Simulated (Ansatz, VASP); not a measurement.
# Tl in VASP and in Ansatz

```
Tl
1.0
     2.72169    0.00000    0.00000
    -1.36085    2.35706    0.00000
     0.00000    0.00000    2.57336
Tl
1
Direct
  0.00000 0.00000 0.00000
```

Change from the starting cell: volume scaled by 0.5, LAPW.

Alike in both runs: task single point; functional PBE; k mesh 14 × 14 × 13; occupations fermi-dirac, width 0.1 eV; no spin polarisation.

|  | VASP | Ansatz |
| --- | --- | --- |
| version | VASP 6.6.1 | Ansatz 0.2.0 |
| potentials or method | VASP PAW PBE potentials, release 64 (Tl_d), cutoff 520 eV | all-electron LAPW, scalar-relativistic |

|  | VASP | Ansatz | Ansatz less VASP |
| --- | --- | --- | --- |
| pressure (GPa) | 107.9 | 107.8 | -0.07 |

Both programs put the cell under a high pressure, so it lies far from rest at this level. Ansatz ran all-electron here, and VASP with PAW potentials.

Spin-orbit coupling is off throughout. Noted on VASP's run: the cell as given lies far from equilibrium.
